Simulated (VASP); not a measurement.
# C21O in VASP: a series of runs, part 2 of 2

VASP 6.6.1. The steps go on from the part before.

### 4 Single point, PBE+D3(BJ)

File INCAR:

```
PREC     = Accurate       # precision mode
ENCUT    = 520            # plane-wave cutoff, eV
EDIFF    = 1E-6           # SCF threshold, eV
ISMEAR   = 0              # smearing method
SIGMA    = 0.05           # smearing width, eV
LREAL    = Auto         
LASPH    = True           # aspherical terms in the spheres
NELM     = 60             # most SCF steps
ALGO     = Normal         # electronic algorithm
ISIF     = 2              # what is computed and relaxed
LWAVE    = False          # write WAVECAR
LCHARG   = True           # write CHGCAR
LDIPOL   = True         
IDIPOL   = 3            
DIPOL    = 0.5 0.5 0.295
GGA      = PE             # functional
IVDW     = 12             # dispersion correction
LELF     = True           # ELF
LVHAR    = True         
LVACPOTAV= True         
NBANDS   = 62             # bands
```

File KPOINTS:

```
Automatic mesh
0
Gamma
  5 8 1
```

File POSCAR:

```
C21O
1.0
    5.0304222913      0.0000000000      0.0000000000
    0.0000000000      3.5570457144      0.0000000000
    0.0000000000      0.0000000000     23.8251416051
C O
21 1
Direct
    0.2500000000      0.0000000000      0.1678898731
    0.7500000000      0.0000000000      0.1678898731
    0.0000000000      0.2500000000      0.1678898731
    0.5000000000      0.2500000000      0.1678898731
    0.0000000000      0.5000000000      0.2206746831
    0.5000000000      0.5000000000      0.2206746831
    0.2500000000      0.7500000000      0.2206746831
    0.7500000000      0.7500000000      0.2206746831
    0.2500000000      0.0023818432      0.2733210081
    0.7500000000      0.0023818432      0.2733210081
    0.0000000000      0.2476181568      0.2733210081
    0.5000000000      0.2476181568      0.2733210081
    0.0000000000      0.5094747646      0.3275705903
    0.5000000000      0.5094747646      0.3275705903
    0.2500000000      0.7405252354      0.3275705903
    0.7500000000      0.7405252354      0.3275705903
    0.2500000000      0.0286707501      0.3725115994
    0.7500000000      0.0286707501      0.3725115994
    0.0000000000      0.2213292499      0.3725115994
    0.5000000000      0.2213292499      0.3725115994
    0.3750000000      0.2786707501      0.5425000959
    0.3750000000      0.2786707501      0.4942317574
```

Potentials or basis: VASP PAW PBE potentials, release 64 (C, O).

Started as:

```console
cat potpaw_PBE.64/C/POTCAR potpaw_PBE.64/O/POTCAR > POTCAR
mpirun -np 1 vasp_std > vasp.out
```

OUTCAR:

```text
PREC = Accurate
   ENCUT = 520
   EDIFF = 1E-6
   ISMEAR = 0
   LREAL = Auto
   LASPH = True
   NELM = 60
   ISIF = 2
   GGA = PE
   IVDW = 12
 IVDW          = 12

 ion  position               nearest neighbor table
   1  0.250  0.000  0.168-   3 1.54   4 1.54   7 1.54
   2  0.750  0.000  0.168-   3 1.54   4 1.54   8 1.54
   3  0.000  0.250  0.168-   1 1.54   2 1.54   5 1.54
   4  0.500  0.250  0.168-   1 1.54   2 1.54   6 1.54
   5  0.000  0.500  0.221-   7 1.54   8 1.54   3 1.54  11 1.54
   6  0.500  0.500  0.221-   7 1.54   8 1.54   4 1.54  12 1.54
   7  0.250  0.750  0.221-   5 1.54   6 1.54   1 1.54   9 1.54
   8  0.750  0.750  0.221-   5 1.54   6 1.54   2 1.54  10 1.54
   9  0.250  0.002  0.273-  11 1.53  12 1.53   7 1.54  15 1.59
  10  0.750  0.002  0.273-  11 1.53  12 1.53   8 1.54  16 1.59
  11  0.000  0.248  0.273-   9 1.53  10 1.53   5 1.54  13 1.59
  12  0.500  0.248  0.273-   9 1.53  10 1.53   6 1.54  14 1.59
  13  0.000  0.509  0.328-  19 1.48  16 1.50  15 1.50  11 1.59
  14  0.500  0.509  0.328-  20 1.48  16 1.50  15 1.50  12 1.59
  15  0.250  0.741  0.328-  17 1.48  14 1.50  13 1.50   9 1.59
  16  0.750  0.741  0.328-  18 1.48  14 1.50  13 1.50  10 1.59
  17  0.250  0.029  0.373-  19 1.43  20 1.43  15 1.48
  18  0.750  0.029  0.373-  19 1.43  20 1.43  16 1.48
  19  0.000  0.221  0.373-  17 1.43  18 1.43  13 1.48
  20  0.500  0.221  0.373-  17 1.43  18 1.43  14 1.48
  21  0.375  0.279  0.543-  22 1.15
  22  0.375  0.279  0.494-  21 1.15

  LATTYP: Found a simple orthorhombic cell.
 ALAT       =     3.5570457144
 B/A-ratio  =     1.4142135624
 C/A-ratio  =     6.6980138908

  Lattice vectors:

 A1 = (   0.0000000000,  -3.5570457144,   0.0000000000)
 A2 = (   5.0304222913,   0.0000000000,   0.0000000000)
 A3 = (   0.0000000000,   0.0000000000,  23.8251416051)

Analysis of symmetry for initial positions (statically):
=====================================================================
 Subroutine PRICEL returns:
 Original cell was already a primitive cell.

 Routine SETGRP: Setting up the symmetry group for a
 simple orthorhombic supercell.

 Subroutine GETGRP returns: Found  1 space group operations
 (whereof  1 operations were pure point group operations)
 out of a pool of  8 trial point group operations.

The static configuration has the point symmetry C_1 .

Analysis of symmetry for dynamics (positions and initial velocities):
=====================================================================
 Subroutine PRICEL returns:
 Original cell was already a primitive cell.

 Routine SETGRP: Setting up the symmetry group for a
 simple orthorhombic supercell.

 Subroutine GETGRP returns: Found  1 space group operations
 (whereof  1 operations were pure point group operations)
 out of a pool of  8 trial point group operations.

The dynamic configuration has the point symmetry C_1 .

 Subroutine INISYM returns: Found  1 space group operations
 (whereof  1 operations are pure point group operations),
 and found     1 'primitive' translations

----------------------------------------------------------------------------------------

                                     Primitive cell

  volume of cell :     426.3138

  direct lattice vectors                    reciprocal lattice vectors
[... 88 lines left out ...]
  0.200000  0.125000  0.000000      2.000000
 -0.200000  0.125000  0.000000      2.000000
[... 13 lines left out ...]
  0.200000  0.500000  0.000000      2.000000
  0.400000  0.500000  0.000000      2.000000
   k-points           NKPTS =     21   k-points in BZ     NKDIM =     21   number of bands    NBANDS=     62
   number of dos      NEDOS =    301   number of ions     NIONS =     22
   total plane-waves  NPLWV = 201600
   dimension x,y,z NGX =    40 NGY =   28 NGZ =  180
   dimension x,y,z NGXF=    80 NGYF=   56 NGZF=  360
   ions per type =              21   1
   NGX,Y,Z   is equivalent  to a cutoff of  13.22, 13.09, 12.56 a.u.
   NGXF,Y,Z  is equivalent  to a cutoff of  26.44, 26.17, 25.12 a.u.
 SYSTEM =  unknown system
   PREC   = accura    normal or accurate (medium, high low for compatibility)
   ISTART =      0    job   : 0-new  1-cont  2-samecut
   ICHARG =      2    charge: 1-file 2-atom 10-const
   ISPIN  =      1    spin polarized calculation?
   LNONCOLLINEAR =      F non collinear calculations
   LSORBIT =      F    spin-orbit coupling
   LASPH  =      T    aspherical Exc in radial PAW
   ENCUT  =  520.0 eV  38.22 Ry    6.18 a.u.   9.35  6.61 44.30*2*pi/ulx,y,z
   NELM   =     60;   NELMIN=  2; NELMDL= -5     # of ELM steps
   EDIFF  = 0.1E-05   stopping-criterion for ELM
   LREAL  =      T    real-space projection
   EDIFFG = 0.1E-04   stopping-criterion for IOM
   NSW    =      0    number of steps for IOM
[... 5 lines left out ...]
   TEBEG  =    0.0;   TEEND  =   0.0 temperature during run
   PSTRESS=    0.0 pullay stress
   NELECT =      90.0000    total number of electrons
   NUPDOWN=      -1.0000    fix difference up-down
   EMIN   =  10.00;   EMAX   =-10.00  energy-range for DOS
   EFERMI =   0.00;   METHOD = LEGACY
   ISMEAR =     0;   SIGMA  =   0.05  broadening in eV -4-tet -1-fermi 0-gaus
   EFERMI_NEDOS =   21; number of points for ismear=-14 and -15
   IALGO  =     38    algorithm
   IMIX   =      4    mixing-type and parameters
     AMIX     =   0.40;   BMIX     =  1.00
     AMIX_MAG =   1.60;   BMIX_MAG =  1.00
  volume/ion in A,a.u.               =      19.38       130.77
  Fermi-wavevector in a.u.,A,eV,Ry     =   0.974793  1.842092 12.928555  0.950222
  Thomas-Fermi vector in A             =   2.105281
   LORBIT       =      0    0 simple, 1 ext, 2 COOP (PROOUT), +10 PAW based schemes
   GGA     = PE    functional components
   LHFCALC =     F    Hartree Fock is set to
   AEXX    =    0.0000 exact exchange contribution
   IVDW    =    12    specifies the selected vdW correction
   LEPSILON=     F    determine dielectric tensor
   LRPA    =     F    only Hartree local field effects (RPA)
 non-spin polarized calculation
 Gauss-broadening in eV      SIGMA  =   0.05
  energy-cutoff  :      520.00
  volume of cell :      426.31
 maximum number of plane-waves:     11543
 NGX is ok and might be reduce to    40
   NGX = 19   NGY = 13   NGZ = 89

 dipolmoment           0.000000      0.000000      0.113471 electrons x Angstroem

 number of electron      90.0000002 magnetization

 dipolmoment           0.000000      0.000000     -0.043381 electrons x Angstroem

 Free energy of the ion-electron system (eV)
  ---------------------------------------------------
  ext. energy  EPLUGINS =         0.00000000
  ---------------------------------------------------
  free energy    TOTEN  =      -183.26708827 eV

  energy without entropy =     -183.26206601  energy(sigma->0) =     -183.26457714

 E-fermi :  -1.1635     XC(G=0):  -5.0664

 val. band max:       -1.1775594818   @ k =   0.4000   0.5000   0.0000
 cond. band min:      -1.1195134343   @ k =   0.4000   0.5000   0.0000
 fundamental gap:      0.0580460475
 Fermi energy:        -1.1634576370

 k-point     1 :       0.0000    0.0000    0.0000
  band No.  band energies     occupation
      1     -25.2098      2.00000
      2     -22.6804      2.00000
      3     -20.8073      2.00000
      4     -18.2342      2.00000
      5     -18.2333      2.00000
      6     -17.7702      2.00000
[... 1249 lines left out ...]
     56       6.7722      0.00000
     57       7.0351      0.00000
 [bands above 57 left out]

------------------------ aborting loop because EDIFF is reached ----------------------------------------

 Edisp (eV)   -3.12916

 E8    (eV) :    -0.9364

  FORCE on cell =-STRESS in cart. coord.  units (eV):
  Direction    XX          YY          ZZ          XY          YZ          ZX
  --------------------------------------------------------------------------------------
  -------------------------------------------------------------------------------------
  Total      -8.23377    11.24808    -4.78606     0.03234     0.12318    -0.02515
  in kB     -30.94424    42.27265   -17.98702     0.12153     0.46295    -0.09452
  external pressure =       -2.22 kB  Pullay stress =        0.00 kB

 VOLUME and BASIS-vectors are now :
 -----------------------------------------------------------------------------
  energy-cutoff  :      520.00
  volume of cell :      426.31
      direct lattice vectors                 reciprocal lattice vectors
     5.030422291  0.000000000  0.000000000     0.198790468  0.000000000  0.000000000
     0.000000000  3.557045714  0.000000000     0.000000000  0.281132175  0.000000000
     0.000000000  0.000000000 23.825141605     0.000000000  0.000000000  0.041972468

 POSITION                                       TOTAL-FORCE (eV/Angst)
 -----------------------------------------------------------------------------------
      1.25761      0.00000      4.00000         0.003121      4.258563      0.938634
      3.77282      0.00000      4.00000         0.008000      4.260507      0.939562
      0.00000      0.88926      4.00000        -0.007202     -4.262379      0.941646
      2.51521      0.88926      4.00000        -0.003926     -4.255371      0.934331
      0.00000      1.77852      5.25761        -0.000927      1.060074     -0.975931
      2.51521      1.77852      5.25761         0.000662      1.064392     -0.961635
[... 14 lines left out ...]
      1.88641      0.99124     12.92514         0.003861     -0.007202     -0.694218
      1.88641      0.99124     11.77514        -0.014286      0.056453      0.888568
 -----------------------------------------------------------------------------------
    total drift:                                0.000003     -0.001553      0.035550

  FREE ENERGIE OF THE ION-ELECTRON SYSTEM (eV)
  ---------------------------------------------------
  free  energy   TOTEN  =      -186.3962443760 eV

  energy  without entropy=     -186.3912221170  energy(sigma->0) =     -186.39373325

 vacuum level on the upper side and lower side of the slab         4.428         4.865
```

Run time: 15 min. Hardware: 1 thread of Intel Xeon Platinum 8488C (Sapphire Rapids), shared host; peak memory 0.67 GiB.

Results:

```
Free energy                : -186.3962 eV
Largest force              : 4.365 eV/Å
Band gap on the k mesh     : zero (bands 45 and 46 overlap by 0.02 eV)
Dispersion energy per atom : -0.142 eV
```

Forces in eV/Å, atoms in the order of the input:
```
C    0.003  4.259  0.939
C    0.008  4.261  0.940
C   -0.007 -4.262  0.942
C   -0.004 -4.255  0.934
C   -0.001  1.060 -0.976
C    0.001  1.064 -0.962
C   -0.001 -1.062 -0.963
C    0.001 -1.059 -0.974
C    0.000 -0.013 -0.007
C    0.000 -0.012  0.016
C    0.000  0.011  0.019
C   -0.001  0.002 -0.003
C    0.008  0.012 -0.022
C   -0.003 -0.003  0.004
C    0.009  0.025 -0.016
C   -0.014 -0.007 -0.031
C   -0.043 -0.034 -0.020
C   -0.032 -0.006  0.076
C    0.028  0.000  0.054
C    0.057 -0.030 -0.145
C    0.004 -0.007 -0.694
O   -0.014  0.056  0.889
```

### 5 The runs side by side

```tsv
cell	gap on the mesh (eV)	largest force (eV/Å)
as given, atomic positions A	none	4.37
as given, atomic positions B	none	4.36
as given, atomic positions C	none	4.37
```

Alike in all rows: task single point; level PBE+D3(BJ); potentials or basis VASP PAW PBE potentials, release 64 (C, O); no spin polarisation; k mesh 5 × 8 × 1; cutoff (eV) 520; smearing gaussian 0.05 eV.

Absolute energies hang on the potentials; compare differences alone.

The gap in the log of VASP goes by the Fermi energy; the results here count the filled bands.